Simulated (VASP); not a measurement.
# LiF (P4/mmm) in VASP: a series of runs

The runs below take LiF through single point, with r2SCAN.

All numbers are computed with VASP 6.6.1; they aren't measurements. Logs are shortened: lines on timing, memory, paths and dates and some standing lists are left out, and cuts for length are marked.

**1. The cell of the first run**

Symmetry: P4/mmm, No. 123, tetragonal system. Conventional cell: a = 2.355 Å, b = 2.355 Å, c = 2.662 Å, α = 90.00°, β = 90.00°, γ = 90.00°. Li (site symmetry 4/mmm) has 8 F at 2.13 Å and 6 Li at 2.35 to 2.66 Å within 2.8 Å. Within 2.8 Å of F (site symmetry 4/mmm) lie 8 Li at 2.13 Å and 6 F at 2.35 to 2.66 Å.

**2. Single point, r2SCAN (strain -0.080 along x and y, +0.040 along z)**

POSCAR reads:

```
LiF
1.0
    2.3547703600      0.0000000000      0.0000000000
    0.0000000000      2.3547703600      0.0000000000
    0.0000000000      0.0000000000      2.6619143200
Li F
1 1
Direct
    0.0000000000      0.0000000000      0.0000000000
    0.5000000000      0.5000000000      0.5000000000
```

INCAR.step1 reads:

```
PREC     = Accurate       # precision mode
ENCUT    = 520            # plane-wave cutoff, eV
ISMEAR   = 0              # smearing method
SIGMA    = 0.05           # smearing width, eV
LREAL    = False          # projectors in reciprocal space
LASPH    = True           # aspherical terms in the spheres
NELM     = 80             # most SCF steps
NBANDS   = 12             # bands
GGA      = PE             # functional
ALGO     = Normal         # electronic algorithm
EDIFF    = 1E-4           # SCF threshold, eV
LWAVE    = True           # write WAVECAR
LCHARG   = False          # write CHGCAR
```

INCAR.step2 reads:

```
PREC     = Accurate       # precision mode
ENCUT    = 520            # plane-wave cutoff, eV
EDIFF    = 1E-7           # SCF threshold, eV
ISMEAR   = 0              # smearing method
SIGMA    = 0.05           # smearing width, eV
LREAL    = False          # projectors in reciprocal space
LASPH    = True           # aspherical terms in the spheres
NELM     = 80             # most SCF steps
ALGO     = Normal         # electronic algorithm
ISIF     = 2              # what is computed and relaxed
LWAVE    = False          # write WAVECAR
LCHARG   = False          # write CHGCAR
METAGGA  = R2SCAN         # meta-GGA
LMIXTAU  = True         
NBANDS   = 12             # bands
ISTART   = 1
```

KPOINTS reads:

```
regular mesh
0
Gamma
  10 10 10
```

Potentials or basis: VASP PAW PBE potentials, release 64 (Li_sv, F).

Launch:

```sh
> cat potpaw_PBE.64/Li_sv/POTCAR potpaw_PBE.64/F/POTCAR > POTCAR
> cp INCAR.step1 INCAR
> mpirun -np 1 vasp_std > vasp.out
> cp INCAR.step2 INCAR
> mpirun -np 1 vasp_std > vasp.out
```

OUTCAR:

```text
PREC = Accurate
   ENCUT = 520
   EDIFF = 1E-7
   ISMEAR = 0
   LREAL = False
   LASPH = True
   NELM = 80
   ISIF = 2
   METAGGA = R2SCAN
   ISTART = 1

 ion  position               nearest neighbor table
   1  0.000  0.000  0.000-   2 2.13   2 2.13   2 2.13   2 2.13   2 2.13   2 2.13   2 2.13   2 2.13

   2  0.500  0.500  0.500-   1 2.13   1 2.13   1 2.13   1 2.13   1 2.13   1 2.13   1 2.13   1 2.13

  LATTYP: Found a simple tetragonal cell.
 ALAT       =     2.3547703600
 C/A-ratio  =     1.1304347826

  Lattice vectors:

 A1 = (   2.3547703600,   0.0000000000,   0.0000000000)
 A2 = (   0.0000000000,   2.3547703600,   0.0000000000)
 A3 = (   0.0000000000,   0.0000000000,   2.6619143200)

Analysis of symmetry for initial positions (statically):
=====================================================================
 Subroutine PRICEL returns:
 Original cell was already a primitive cell.

 Routine SETGRP: Setting up the symmetry group for a
 simple tetragonal supercell.

 Subroutine GETGRP returns: Found 16 space group operations
 (whereof 16 operations were pure point group operations)
 out of a pool of 16 trial point group operations.

The static configuration has the point symmetry D_4h.

Analysis of symmetry for dynamics (positions and initial velocities):
=====================================================================
 Subroutine PRICEL returns:
 Original cell was already a primitive cell.

 Routine SETGRP: Setting up the symmetry group for a
 simple tetragonal supercell.

 Subroutine GETGRP returns: Found 16 space group operations
 (whereof 16 operations were pure point group operations)
 out of a pool of 16 trial point group operations.

The dynamic configuration has the point symmetry D_4h.

 Subroutine INISYM returns: Found 16 space group operations
 (whereof 16 operations are pure point group operations),
 and found     1 'primitive' translations

----------------------------------------------------------------------------------------

                                     Primitive cell

  volume of cell :      14.7602

  direct lattice vectors                    reciprocal lattice vectors
     2.354770360  0.000000000  0.000000000     0.424669860  0.000000000  0.000000000
     0.000000000  2.354770360  0.000000000     0.000000000  0.424669860  0.000000000
     0.000000000  0.000000000  2.661914320     0.000000000  0.000000000  0.375669492

  length of vectors
     2.354770360  2.354770360  2.661914320     0.424669860  0.424669860  0.375669492

  position of ions in fractional coordinates (direct lattice)
     0.000000000  0.000000000  0.000000000
     0.500000000  0.500000000  0.500000000

  ion indices of the primitive-cell ions
   primitive index   ion index
                 1           1
                 2           2

----------------------------------------------------------------------------------------

 KPOINTS: regular mesh

Automatic generation of k-mesh.
 Grid dimensions read from file:
 generate k-points for:   10   10   10

 Generating k-lattice:

  Cartesian coordinates                     Fractional coordinates (reciprocal lattice)
     0.042466986  0.000000000  0.000000000     0.100000000  0.000000000  0.000000000
     0.000000000  0.042466986  0.000000000     0.000000000  0.100000000  0.000000000
     0.000000000  0.000000000  0.037566949     0.000000000  0.000000000  0.100000000

  Length of vectors
     0.042466986  0.042466986  0.037566949

  Shift w.r.t. Gamma in fractional coordinates (k-lattice)
     0.000000000  0.000000000  0.000000000

 Subroutine IBZKPT returns following result:
 ===========================================

 Found    126 irreducible k-points:

 Following reciprocal coordinates:
            Coordinates               Weight
  0.000000  0.000000  0.000000      1.000000
  0.100000  0.000000  0.000000      4.000000
  0.200000  0.000000  0.000000      4.000000
  0.300000  0.000000  0.000000      4.000000
  0.400000  0.000000  0.000000      4.000000
  0.500000  0.000000  0.000000      2.000000
[... 16 lines left out ...]
  0.100000  0.000000  0.100000      8.000000
  0.200000  0.000000  0.100000      8.000000
 [... further k-points ...]
   k-points           NKPTS =    126   k-points in BZ     NKDIM =    126   number of bands    NBANDS=     12
   number of dos      NEDOS =    301   number of ions     NIONS =      2
   total plane-waves  NPLWV =   6480
   dimension x,y,z NGX =    18 NGY =   18 NGZ =   20
   dimension x,y,z NGXF=    36 NGYF=   36 NGZF=   40
   ions per type =               1   1
   NGX,Y,Z   is equivalent  to a cutoff of  12.71, 12.71, 12.49 a.u.
   NGXF,Y,Z  is equivalent  to a cutoff of  25.42, 25.42, 24.98 a.u.
 SYSTEM =  unknown system
   PREC   = accura    normal or accurate (medium, high low for compatibility)
   ISTART =      1    job   : 0-new  1-cont  2-samecut
   ICHARG =      0    charge: 1-file 2-atom 10-const
   ISPIN  =      1    spin polarized calculation?
   LNONCOLLINEAR =      F non collinear calculations
   LSORBIT =      F    spin-orbit coupling
   LASPH  =      T    aspherical Exc in radial PAW
   ENCUT  =  520.0 eV  38.22 Ry    6.18 a.u.   4.38  4.38  4.95*2*pi/ulx,y,z
   NELM   =     80;   NELMIN=  2; NELMDL=  0     # of ELM steps
   EDIFF  = 0.1E-06   stopping-criterion for ELM
   LREAL  =      F    real-space projection
   EDIFFG = 0.1E-05   stopping-criterion for IOM
   NSW    =      0    number of steps for IOM
   IBRION =     -1    ionic relax: 0-MD 1-quasi-New 2-CG
   NFREE  =      0    steps in history (QN), initial steepest desc. (CG)
   ISIF   =      2    stress and relaxation
   ISYM   =      2    0-nonsym 1-usesym 2-fastsym
   POTIM  = 0.5000    time-step for ionic-motion
   TEBEG  =    0.0;   TEEND  =   0.0 temperature during run
   PSTRESS=    0.0 pullay stress
   NELECT =      10.0000    total number of electrons
   NUPDOWN=      -1.0000    fix difference up-down
   EMIN   =  10.00;   EMAX   =-10.00  energy-range for DOS
   EFERMI =   0.00;   METHOD = LEGACY
   ISMEAR =     0;   SIGMA  =   0.05  broadening in eV -4-tet -1-fermi 0-gaus
   EFERMI_NEDOS =   21; number of points for ismear=-14 and -15
   IALGO  =     38    algorithm
   IMIX   =      4    mixing-type and parameters
     AMIX     =   0.40;   BMIX     =  1.00
     AMIX_MAG =   1.60;   BMIX_MAG =  1.00
  volume/ion in A,a.u.               =       7.38        49.80
  Fermi-wavevector in a.u.,A,eV,Ry     =   1.437842  2.717127 28.128535  2.067389
  Thomas-Fermi vector in A             =   2.556875
   LORBIT       =      0    0 simple, 1 ext, 2 COOP (PROOUT), +10 PAW based schemes
   METAGGA = R2SCAN    functional components
   LHFCALC =     F    Hartree Fock is set to
   AEXX    =    0.0000 exact exchange contribution
   IVDW    =     0    specifies the selected vdW correction
   LEPSILON=     F    determine dielectric tensor
   LRPA    =     F    only Hartree local field effects (RPA)
 non-spin polarized calculation
 Gauss-broadening in eV      SIGMA  =   0.05
  energy-cutoff  :      520.00
  volume of cell :       14.76
 maximum number of plane-waves:       414
 NGX is ok and might be reduce to    18
   NGX =  9   NGY =  9   NGZ =  9

 number of electron       9.9999983 magnetization

 Free energy of the ion-electron system (eV)
  ---------------------------------------------------
  ext. energy  EPLUGINS =         0.00000000
  ---------------------------------------------------
  free energy    TOTEN  =       -11.08561099 eV

  energy without entropy =      -11.08561099  energy(sigma->0) =      -11.08561099

 E-fermi :   1.3135     XC(G=0): -11.1497

 val. band max:        0.9505625054   @ k =   0.5000   0.0000   0.5000
 cond. band min:      10.1980403674   @ k =   0.0000   0.0000   0.0000
 fundamental gap:      9.2474778620
 Fermi energy:         1.3134956079

 k-point     1 :       0.0000    0.0000    0.0000
  band No.  band energies     occupation
      1     -43.6176      2.00000
      2     -22.0013      2.00000
      3      -1.2514      2.00000
      4       0.2653      2.00000
      5       0.2653      2.00000
      6      10.1980      0.00000
      7      19.9937      0.00000
      8      22.4800      0.00000
      9      22.9662      0.00000
     10      26.1182      0.00000
     11      26.1182      0.00000
     12      41.1914      0.00000

 k-point     2 :       0.1000    0.0000    0.0000
  band No.  band energies     occupation
      1     -43.6084      2.00000
      2     -21.9336      2.00000
      3      -1.1828      2.00000
      4      -0.2041      2.00000
      5       0.3119      2.00000
      6      10.3770      0.00000
      7      19.9621      0.00000
      8      21.9818      0.00000
      9      22.3656      0.00000
     10      26.1459      0.00000
     11      28.1713      0.00000
     12      39.3183      0.00000

 k-point     3 :       0.2000    0.0000    0.0000
  band No.  band energies     occupation
      1     -43.5844      2.00000
      2     -21.7518      2.00000
      3      -1.3204      2.00000
      4      -0.9989      2.00000
      5       0.4358      2.00000
      6      10.6896      0.00000
      7      19.2648      0.00000
      8      21.9880      0.00000
      9      22.0261      0.00000
     10      26.1932      0.00000
     11      31.8563      0.00000
     12      37.0042      0.00000
[... 286 lines left out ...]
 k-point    23 :       0.1000    0.0000    0.1000
  band No.  band energies     occupation
      1     -43.6048      2.00000
      2     -21.9074      2.00000
      3      -1.4705      2.00000
      4      -0.1809      2.00000
      5       0.3364      2.00000
      6      10.6740      0.00000
      7      18.9399      0.00000
      8      21.8349      0.00000
      9      24.0485      0.00000
     10      26.0331      0.00000
     11      28.1817      0.00000
     12      37.8610      0.00000

 k-point    24 :       0.2000    0.0000    0.1000
  band No.  band energies     occupation
      1     -43.5811      2.00000
      2     -21.7228      2.00000
      3      -1.3016      2.00000
      4      -1.2944      2.00000
      5       0.4582      2.00000
      6      11.0339      0.00000
      7      18.8612      0.00000
      8      20.5331      0.00000
      9      24.2157      0.00000
     10      26.1605      0.00000
     11      31.7015      0.00000
     12      35.6870      0.00000

 [... further k-points ...]
[... 5 lines left out ...]
  --------------------------------------------------------------------------------------
  -------------------------------------------------------------------------------------
  Total        1.9999838      1.9999838     -2.0186428      0.0000000      0.0000000      0.0000000
  in kB      217.0930210    217.0930210   -219.1184125      0.0000000      0.0000000      0.0000000
  external PRESSURE =      71.6892098 kB  Pullay stress =       0.0000000 kB

 VOLUME and BASIS-vectors are now :
 -----------------------------------------------------------------------------
  energy-cutoff  :      520.00
  volume of cell :       14.76
      direct lattice vectors                 reciprocal lattice vectors
     2.354770360  0.000000000  0.000000000     0.424669860  0.000000000  0.000000000
     0.000000000  2.354770360  0.000000000     0.000000000  0.424669860  0.000000000
     0.000000000  0.000000000  2.661914320     0.000000000  0.000000000  0.375669492

 POSITION                                       TOTAL-FORCE (eV/Angst)
 -----------------------------------------------------------------------------------
      0.00000      0.00000      0.00000         0.000000      0.000000      0.000000
      1.17739      1.17739      1.33096         0.000000      0.000000      0.000000
 -----------------------------------------------------------------------------------
    total drift:                                0.000000     -0.000000     -0.000000

  FREE ENERGIE OF THE ION-ELECTRON SYSTEM (eV)
  ---------------------------------------------------
  free  energy   TOTEN  =       -11.0856109888 eV

  energy  without entropy=      -11.0856109888  energy(sigma->0) =      -11.08561099
```

Run time: 2 min. Hardware: 1 thread of Intel Xeon 8259CL, shared host; peak memory 0.13 GiB.

What came out:

- Free energy: -11.0856 eV
- Band gap on the k mesh: 9.25 eV, indirect (least direct gap 9.93 eV)

Caveat: the cell differs from its parent crystal (strain -0.080 along x and y, +0.040 along z); the cutoff is under 1.25 times the usual one of these potentials, so pressure, stress and relaxed cells hold a basis-set (Pulay) error; the PAW data sets were made with another functional, which shifts forces and pressure a little. A k mesh can miss the band edges.

**3. Single point, r2SCAN (strain -0.080 along x and y, +0.080 along z)**

Edit POSCAR of step 2 so:

```diff
@@ -4,3 +4,3 @@
     0.0000000000      2.3547703600      0.0000000000
-    0.0000000000      0.0000000000      2.6619143200
+    0.0000000000      0.0000000000      2.7642956400
 Li F
```

INCAR.step1 reads:

```
SYSTEM = LiF
PREC = Accurate
ENCUT = 520
ISMEAR = 0
SIGMA = 0.05
LREAL = .False.
LASPH = .True.
NELM = 60
NBANDS = 12
GGA = PE
ALGO = Normal
EDIFF = 1E-4
LWAVE = .True.
LCHARG = .False.
```

INCAR.step2 reads:

```
SYSTEM = LiF
PREC = Accurate
ENCUT = 520
EDIFF = 1E-6
ISMEAR = 0
SIGMA = 0.05
LREAL = .False.
LASPH = .True.
NELM = 60
ALGO = Normal
ISIF = 2
LWAVE = .False.
LCHARG = .False.
METAGGA = R2SCAN
LMIXTAU = .True.
NBANDS = 12
ISTART = 1
```

KPOINTS reads:

```
regular mesh
0
Gamma
  10 10 10
  0 0 0
```

Potentials or basis: VASP PAW PBE potentials, release 64 (Li_sv, F).

Launch:

```sh
> cat potpaw_PBE.64/Li_sv/POTCAR potpaw_PBE.64/F/POTCAR > POTCAR
> cp INCAR.step1 INCAR
> mpirun -np 1 vasp_std > vasp.out
> cp INCAR.step2 INCAR
> mpirun -np 1 vasp_std > vasp.out
```

OUTCAR:

```text
SYSTEM = LiF
   PREC = Accurate
   ENCUT = 520
   EDIFF = 1E-6
   ISMEAR = 0
   LREAL = .False.
   LASPH = .True.
   NELM = 60
   ISIF = 2
   METAGGA = R2SCAN
   ISTART = 1

 ion  position               nearest neighbor table
   1  0.000  0.000  0.000-   2 2.16   2 2.16   2 2.16   2 2.16   2 2.16   2 2.16   2 2.16   2 2.16

   2  0.500  0.500  0.500-   1 2.16   1 2.16   1 2.16   1 2.16   1 2.16   1 2.16   1 2.16   1 2.16

  LATTYP: Found a simple tetragonal cell.
 ALAT       =     2.3547703600
 C/A-ratio  =     1.1739130435

  Lattice vectors:

 A1 = (   2.3547703600,   0.0000000000,   0.0000000000)
[... 540 lines left out ...]
      9      23.2106      0.00000
     10      25.7908      0.00000
     11      31.1594      0.00000
     12      34.7536      0.00000

 [... further k-points ...]
[... 5 lines left out ...]
  --------------------------------------------------------------------------------------
  -------------------------------------------------------------------------------------
  Total        2.1096869      2.1096869     -3.0253173      0.0000000      0.0000000      0.0000000
  in kB      220.5194867    220.5194867   -316.2276995      0.0000000      0.0000000      0.0000000
  external PRESSURE =      41.6037580 kB  Pullay stress =       0.0000000 kB

 VOLUME and BASIS-vectors are now :
 -----------------------------------------------------------------------------
  energy-cutoff  :      520.00
  volume of cell :       15.33
      direct lattice vectors                 reciprocal lattice vectors
     2.354770360  0.000000000  0.000000000     0.424669860  0.000000000  0.000000000
     0.000000000  2.354770360  0.000000000     0.000000000  0.424669860  0.000000000
     0.000000000  0.000000000  2.764295640     0.000000000  0.000000000  0.361755807

 POSITION                                       TOTAL-FORCE (eV/Angst)
 -----------------------------------------------------------------------------------
      0.00000      0.00000      0.00000         0.000000      0.000000      0.000000
      1.17739      1.17739      1.38215         0.000000      0.000000      0.000000
 -----------------------------------------------------------------------------------
    total drift:                                0.000000     -0.000000     -0.000000

  FREE ENERGIE OF THE ION-ELECTRON SYSTEM (eV)
  ---------------------------------------------------
  free  energy   TOTEN  =       -10.9920945591 eV

  energy  without entropy=      -10.9920945591  energy(sigma->0) =      -10.99209456
```

Run time: 1.9 min. Hardware: 1 thread of Intel Xeon 8259CL, shared host; peak memory 0.14 GiB.

Results:

| Property | Result |
| --- | --- |
| Free energy | -10.9921 eV |
| Band gap on the k mesh | 8.53 eV, indirect (least direct gap 9.15 eV) |

Caveat: the cell differs from its parent crystal (strain -0.080 along x and y, +0.080 along z); the cutoff is under 1.25 times the usual one of these potentials, so pressure, stress and relaxed cells hold a basis-set (Pulay) error; the PAW data sets were made with another functional, which shifts forces and pressure a little. A k mesh can miss the band edges.
